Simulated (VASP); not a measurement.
# TePb (Pm-3m) in VASP: further runs

TePb is run at these levels: LDA; tasks: single point, relaxation of cell and atoms.

Everything below comes from runs of VASP 6.6.1. Logs are shortened: lines on timing, memory, paths and dates and some standing lists are left out, and cuts for length are marked.

**1. The cell of the first run**

Symmetry: Pm-3m, No. 221, cubic system. Conventional cell: a = 3.871 Å, b = 3.871 Å, c = 3.871 Å, α = 90.00°, β = 90.00°, γ = 90.00°. Within 4.4 Å of Te (site symmetry m-3m) lie 8 Pb at 3.35 Å and 6 Te at 3.87 Å. Within 4.4 Å of Pb (site symmetry m-3m) lie 8 Te at 3.35 Å and 6 Pb at 3.87 Å.

**2. Single point, LDA**

INCAR

```
  PREC = Accurate
  ENCUT = 520
  EDIFF = 1E-7
  ISMEAR = 0
  SIGMA = 0.1
  LREAL = False
  LASPH = True
  NELM = 100
  ALGO = Normal
  ISIF = 2
  LWAVE = False
  LCHARG = False
  GGA = CA
  NBANDS = 17
```

KPOINTS

```
Automatic mesh
0
Gamma
  10 10 10
```

POSCAR

```
TePb
1.0
    3.8713817011      0.0000000000      0.0000000000
    0.0000000000      3.8713817011      0.0000000000
    0.0000000000      0.0000000000      3.8713817011
Te Pb
1 1
Direct
    0.5000000000      0.5000000000      0.5000000000
    0.0000000000      0.0000000000      0.0000000000
```

Potentials or basis: VASP PAW LDA potentials, release 64 (Te, Pb_d).

Launch:

```bash
> cat potpaw_LDA.64/Te/POTCAR potpaw_LDA.64/Pb_d/POTCAR > POTCAR
> mpirun -np 1 vasp_std > vasp.out
```

OUTCAR:

```text
PREC = Accurate
   ENCUT = 520
   EDIFF = 1E-7
   ISMEAR = 0
   LREAL = False
   LASPH = True
   NELM = 100
   ISIF = 2
   GGA = CA

 ion  position               nearest neighbor table
   1  0.500  0.500  0.500-   2 3.35   2 3.35   2 3.35   2 3.35   2 3.35   2 3.35   2 3.35   2 3.35

   2  0.000  0.000  0.000-   1 3.35   1 3.35   1 3.35   1 3.35   1 3.35   1 3.35   1 3.35   1 3.35

  LATTYP: Found a simple cubic cell.
 ALAT       =     3.8713817011

  Lattice vectors:

 A1 = (   3.8713817011,   0.0000000000,   0.0000000000)
 A2 = (   0.0000000000,   3.8713817011,   0.0000000000)
 A3 = (   0.0000000000,   0.0000000000,   3.8713817011)

Analysis of symmetry for initial positions (statically):
=====================================================================
 Subroutine PRICEL returns:
 Original cell was already a primitive cell.

 Routine SETGRP: Setting up the symmetry group for a
 simple cubic supercell.

 Subroutine GETGRP returns: Found 48 space group operations
 (whereof 48 operations were pure point group operations)
 out of a pool of 48 trial point group operations.

The static configuration has the point symmetry O_h .

Analysis of symmetry for dynamics (positions and initial velocities):
=====================================================================
 Subroutine PRICEL returns:
 Original cell was already a primitive cell.

 Routine SETGRP: Setting up the symmetry group for a
 simple cubic supercell.

 Subroutine GETGRP returns: Found 48 space group operations
 (whereof 48 operations were pure point group operations)
 out of a pool of 48 trial point group operations.

The dynamic configuration has the point symmetry O_h .

 Subroutine INISYM returns: Found 48 space group operations
 (whereof 48 operations are pure point group operations),
 and found     1 'primitive' translations

----------------------------------------------------------------------------------------

                                     Primitive cell

  volume of cell :      58.0227

  direct lattice vectors                    reciprocal lattice vectors
     3.871381701  0.000000000  0.000000000     0.258305710  0.000000000  0.000000000
     0.000000000  3.871381701  0.000000000     0.000000000  0.258305710  0.000000000
     0.000000000  0.000000000  3.871381701     0.000000000  0.000000000  0.258305710

  length of vectors
     3.871381701  3.871381701  3.871381701     0.258305710  0.258305710  0.258305710

  position of ions in fractional coordinates (direct lattice)
     0.500000000  0.500000000  0.500000000
     0.000000000  0.000000000  0.000000000

  ion indices of the primitive-cell ions
   primitive index   ion index
                 1           1
                 2           2

----------------------------------------------------------------------------------------

 KPOINTS: Automatic mesh

Automatic generation of k-mesh.
 Grid dimensions read from file:
 generate k-points for:   10   10   10

 Generating k-lattice:

  Cartesian coordinates                     Fractional coordinates (reciprocal lattice)
     0.025830571  0.000000000  0.000000000     0.100000000  0.000000000  0.000000000
     0.000000000  0.025830571  0.000000000     0.000000000  0.100000000  0.000000000
     0.000000000  0.000000000  0.025830571     0.000000000  0.000000000  0.100000000

  Length of vectors
     0.025830571  0.025830571  0.025830571

  Shift w.r.t. Gamma in fractional coordinates (k-lattice)
     0.000000000  0.000000000  0.000000000

 Subroutine IBZKPT returns following result:
 ===========================================

 Found     56 irreducible k-points:

 Following reciprocal coordinates:
            Coordinates               Weight
  0.000000  0.000000  0.000000      1.000000
  0.100000  0.000000  0.000000      6.000000
  0.200000  0.000000  0.000000      6.000000
  0.300000  0.000000  0.000000      6.000000
  0.400000  0.000000  0.000000      6.000000
  0.500000  0.000000  0.000000      3.000000
[... 16 lines left out ...]
  0.200000  0.100000  0.100000     24.000000
  0.300000  0.100000  0.100000     24.000000
 [... further k-points ...]
   k-points           NKPTS =     56   k-points in BZ     NKDIM =     56   number of bands    NBANDS=     17
   number of dos      NEDOS =    301   number of ions     NIONS =      2
   total plane-waves  NPLWV =  27000
   dimension x,y,z NGX =    30 NGY =   30 NGZ =   30
   dimension x,y,z NGXF=    60 NGYF=   60 NGZF=   60
   ions per type =               1   1
   NGX,Y,Z   is equivalent  to a cutoff of  12.88, 12.88, 12.88 a.u.
   NGXF,Y,Z  is equivalent  to a cutoff of  25.77, 25.77, 25.77 a.u.
 SYSTEM =  unknown system
   PREC   = accura    normal or accurate (medium, high low for compatibility)
   ISTART =      0    job   : 0-new  1-cont  2-samecut
   ICHARG =      2    charge: 1-file 2-atom 10-const
   ISPIN  =      1    spin polarized calculation?
   LNONCOLLINEAR =      F non collinear calculations
   LSORBIT =      F    spin-orbit coupling
   LASPH  =      T    aspherical Exc in radial PAW
   ENCUT  =  520.0 eV  38.22 Ry    6.18 a.u.   7.20  7.20  7.20*2*pi/ulx,y,z
   NELM   =    100;   NELMIN=  2; NELMDL= -5     # of ELM steps
   EDIFF  = 0.1E-06   stopping-criterion for ELM
   LREAL  =      F    real-space projection
   EDIFFG = 0.1E-05   stopping-criterion for IOM
   NSW    =      0    number of steps for IOM
   IBRION =     -1    ionic relax: 0-MD 1-quasi-New 2-CG
   NFREE  =      0    steps in history (QN), initial steepest desc. (CG)
   ISIF   =      2    stress and relaxation
   ISYM   =      2    0-nonsym 1-usesym 2-fastsym
   POTIM  = 0.5000    time-step for ionic-motion
   TEBEG  =    0.0;   TEEND  =   0.0 temperature during run
   PSTRESS=    0.0 pullay stress
   NELECT =      20.0000    total number of electrons
   NUPDOWN=      -1.0000    fix difference up-down
   EMIN   =  10.00;   EMAX   =-10.00  energy-range for DOS
   EFERMI =   0.00;   METHOD = LEGACY
   ISMEAR =     0;   SIGMA  =   0.10  broadening in eV -4-tet -1-fermi 0-gaus
   EFERMI_NEDOS =   21; number of points for ismear=-14 and -15
   IALGO  =     38    algorithm
   IMIX   =      4    mixing-type and parameters
     AMIX     =   0.40;   BMIX     =  1.00
     AMIX_MAG =   1.60;   BMIX_MAG =  1.00
  volume/ion in A,a.u.               =      29.01       195.78
  Fermi-wavevector in a.u.,A,eV,Ry     =   1.147851  2.169124 17.926517  1.317562
  Thomas-Fermi vector in A             =   2.284529
   LORBIT       =      0    0 simple, 1 ext, 2 COOP (PROOUT), +10 PAW based schemes
   GGA     = CA    functional components
   LHFCALC =     F    Hartree Fock is set to
   AEXX    =    0.0000 exact exchange contribution
   IVDW    =     0    specifies the selected vdW correction
   LEPSILON=     F    determine dielectric tensor
   LRPA    =     F    only Hartree local field effects (RPA)
 non-spin polarized calculation
 Gauss-broadening in eV      SIGMA  =   0.10
  energy-cutoff  :      520.00
  volume of cell :       58.02
 maximum number of plane-waves:      1596
 NGX is ok and might be reduce to    30
   NGX = 15   NGY = 15   NGZ = 15

 number of electron      19.9999996 magnetization

 Free energy of the ion-electron system (eV)
  ---------------------------------------------------
  ext. energy  EPLUGINS =         0.00000000
  ---------------------------------------------------
  free energy    TOTEN  =        -8.39136072 eV

  energy without entropy =       -8.38512824  energy(sigma->0) =       -8.38824448

 E-fermi :   7.2709     XC(G=0): -10.3835

 val. band max:        7.2363829050   @ k =   0.5000   0.1000   0.0000
 cond. band min:       7.3091270531   @ k =   0.5000   0.5000   0.3000
 fundamental gap:      0.0727441481
 Fermi energy:         7.2709198422

 k-point     1 :       0.0000    0.0000    0.0000
  band No.  band energies     occupation
      1      -9.6763      2.00000
      2      -9.6763      2.00000
      3      -9.5637      2.00000
      4      -9.5637      2.00000
      5      -9.5637      2.00000
      6      -5.5154      2.00000
[... 9 lines left out ...]
     16      18.6765      0.00000
     17      18.7772      0.00000

 k-point     2 :       0.1000    0.0000    0.0000
  band No.  band energies     occupation
      1      -9.6758      2.00000
      2      -9.6668      2.00000
      3      -9.5675      2.00000
      4      -9.5675      2.00000
      5      -9.5635      2.00000
      6      -5.4248      2.00000
[... 9 lines left out ...]
     16      18.1101      0.00000
     17      18.1604      0.00000

 k-point     3 :       0.2000    0.0000    0.0000
  band No.  band energies     occupation
      1      -9.6744      2.00000
      2      -9.6421      2.00000
      3      -9.5773      2.00000
      4      -9.5773      2.00000
      5      -9.5628      2.00000
      6      -5.1579      2.00000
[... 9 lines left out ...]
     16      16.7808      0.00000
     17      18.0361      0.00000

 k-point     4 :       0.3000    0.0000    0.0000
  band No.  band energies     occupation
      1      -9.6726      2.00000
      2      -9.6116      2.00000
      3      -9.5894      2.00000
      4      -9.5894      2.00000
      5      -9.5620      2.00000
      6      -4.7354      2.00000
[... 9 lines left out ...]
     16      15.6032      0.00000
     17      18.3954      0.00000

 k-point     5 :       0.4000    0.0000    0.0000
  band No.  band energies     occupation
      1      -9.6712      2.00000
      2      -9.5991      2.00000
      3      -9.5991      2.00000
      4      -9.5871      2.00000
      5      -9.5613      2.00000
      6      -4.2306      2.00000
[... 9 lines left out ...]
     16      17.6968      0.00000
     17      19.0313      0.00000

 k-point     6 :       0.5000    0.0000    0.0000
  band No.  band energies     occupation
      1      -9.6706      2.00000
      2      -9.6028      2.00000
      3      -9.6028      2.00000
      4      -9.5777      2.00000
      5      -9.5611      2.00000
      6      -3.9340      2.00000
[... 9 lines left out ...]
     16      19.0598      0.00000
     17      19.8577      0.00000

 k-point     7 :       0.1000    0.1000    0.0000
  band No.  band energies     occupation
      1      -9.6708      2.00000
      2      -9.6617      2.00000
      3      -9.5717      2.00000
      4      -9.5678      2.00000
      5      -9.5666      2.00000
      6      -5.3344      2.00000
[... 9 lines left out ...]
     16      17.2707      0.00000
     17      17.5417      0.00000

 k-point     8 :       0.2000    0.1000    0.0000
  band No.  band energies     occupation
      1      -9.6677      2.00000
      2      -9.6384      2.00000
      3      -9.5825      2.00000
      4      -9.5769      2.00000
      5      -9.5663      2.00000
      6      -5.0683      2.00000
[... 9 lines left out ...]
     16      16.6743      0.00000
     17      17.2038      0.00000
[... 203 lines left out ...]
      1      -9.6661      2.00000
      2      -9.6267      2.00000
      3      -9.5920      2.00000
      4      -9.5909      2.00000
      5      -9.5303      2.00000
      6      -3.2495      2.00000
[... 9 lines left out ...]
     16      15.4364      0.00000
     17      16.1153      0.00000

 k-point    20 :       0.5000    0.4000    0.0000
  band No.  band energies     occupation
      1      -9.6729      2.00000
      2      -9.6244      2.00000
      3      -9.5946      2.00000
      4      -9.5906      2.00000
      5      -9.5219      2.00000
      6      -3.0949      2.00000
[... 9 lines left out ...]
     16      15.4059      0.00000
     17      15.5643      0.00000

 k-point    21 :       0.5000    0.5000    0.0000
  band No.  band energies     occupation
      1      -9.6800      2.00000
      2      -9.6218      2.00000
      3      -9.5937      2.00000
      4      -9.5937      2.00000
      5      -9.5138      2.00000
      6      -2.9779      2.00000
[... 9 lines left out ...]
     16      15.1984      0.00000
     17      15.1984      0.00000

 k-point    22 :       0.1000    0.1000    0.1000
  band No.  band energies     occupation
      1      -9.6612      2.00000
      2      -9.6612      2.00000
      3      -9.5728      2.00000
      4      -9.5705      2.00000
      5      -9.5705      2.00000
      6      -5.2442      2.00000
[... 9 lines left out ...]
     16      17.3577      0.00000
     17      17.3577      0.00000

 k-point    23 :       0.2000    0.1000    0.1000
  band No.  band energies     occupation
      1      -9.6598      2.00000
      2      -9.6361      2.00000
      3      -9.5834      2.00000
      4      -9.5806      2.00000
      5      -9.5700      2.00000
      6      -4.9793      2.00000
[... 9 lines left out ...]
     16      16.7760      0.00000
     17      17.1108      0.00000

 k-point    24 :       0.3000    0.1000    0.1000
  band No.  band energies     occupation
      1      -9.6581      2.00000
      2      -9.6052      2.00000
      3      -9.5968      2.00000
      4      -9.5930      2.00000
      5      -9.5689      2.00000
      6      -4.5627      2.00000
[... 9 lines left out ...]
     16      16.4109      0.00000
     17      16.4694      0.00000

 [... further k-points ...]

------------------------ aborting loop because EDIFF is reached ----------------------------------------

  FORCE on cell =-STRESS in cart. coord.  units (eV):
  Direction    XX          YY          ZZ          XY          YZ          ZX
  --------------------------------------------------------------------------------------
  -------------------------------------------------------------------------------------
  Total        0.0077604      0.0077604      0.0077604      0.0000000     -0.0000000      0.0000000
  in kB        0.2142883      0.2142883      0.2142883      0.0000000     -0.0000000      0.0000000
  external PRESSURE =       0.2142883 kB  Pullay stress =       0.0000000 kB

 VOLUME and BASIS-vectors are now :
 -----------------------------------------------------------------------------
  energy-cutoff  :      520.00
  volume of cell :       58.02
      direct lattice vectors                 reciprocal lattice vectors
     3.871381701  0.000000000  0.000000000     0.258305710  0.000000000  0.000000000
     0.000000000  3.871381701  0.000000000     0.000000000  0.258305710  0.000000000
     0.000000000  0.000000000  3.871381701     0.000000000  0.000000000  0.258305710

 POSITION                                       TOTAL-FORCE (eV/Angst)
 -----------------------------------------------------------------------------------
      1.93569      1.93569      1.93569         0.000000      0.000000      0.000000
      0.00000      0.00000      0.00000         0.000000      0.000000      0.000000
 -----------------------------------------------------------------------------------
    total drift:                                0.000000     -0.000000     -0.000000

  FREE ENERGIE OF THE ION-ELECTRON SYSTEM (eV)
  ---------------------------------------------------
  free  energy   TOTEN  =        -8.3913607177 eV

  energy  without entropy=       -8.3851282395  energy(sigma->0) =       -8.38824448
```

It took 27 s on 1 thread of Intel Xeon 6975P-C (Granite Rapids), shared host; peak memory 0.18 GiB.

What came out:

```
Free energy            : -8.3914 eV
Pressure               : 0.0 GPa
Band gap on the k mesh : zero (band 10 reaches 7.61 eV, above the bottom of band 11 at 6.00 eV)
```

Caveat: spin-orbit coupling is left out, which moves the levels of the heavy elements.

(Continued in part 2 of 2.)
